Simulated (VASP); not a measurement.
Here is a VASP 6.6.1 calculation.

The input INCAR:

```
PREC = Accurate
ENCUT = 520
EDIFF = 1E-7
ISMEAR = 0
SIGMA = 0.05
LREAL = F
LASPH = T
NELM = 60
ALGO = Normal
ISIF = 2
LWAVE = F
LCHARG = F
GGA = PS
NBANDS = 26
```

Contents of KPOINTS:

```
regular mesh
0
Gamma
  12 12 4
```

Contents of POSCAR:

```
SiC
1.0
    3.2217000000      0.0000000000      0.0000000000
   -1.6108500000      2.7900740434      0.0000000000
    0.0000000000      0.0000000000     10.0758090153
Si C
4 4
Direct
    0.6666666667      0.3333333333      0.9378278494
    0.3333333333      0.6666666667      0.4378278494
    0.0000000000      0.0000000000      0.6878973398
    0.0000000000      0.0000000000      0.1878973398
    0.6666666667      0.3333333333      0.7498191768
    0.3333333333      0.6666666667      0.2498191768
    0.0000000000      0.0000000000      0.5004546340
    0.0000000000      0.0000000000      0.0004546340
```

Potentials or basis: VASP PAW PBE potentials, release 64 (Si, C).

Launch:

```bash
$ cat potpaw_PBE.64/Si/POTCAR potpaw_PBE.64/C/POTCAR > POTCAR
$ mpirun -np 1 vasp_std > vasp.out
```

**Question.** Estimate the pressure.

**Answer.** -16.2 GPa.

**Question.** Estimate the band gap on the k mesh.

**Answer.** 1.89 eV, indirect (least direct gap 2.96 eV).

**Question.** What does it give for the largest force?

**Answer.** 0.362 eV/Å.

Stress tensor (GPa, compression positive):
```
-23.09   0.00   0.00
  0.00 -23.09   0.00
  0.00   0.00  -2.32
```

Caveat: the PAW data sets were made with another functional, which shifts forces and pressure a little. A k mesh can miss the band edges.
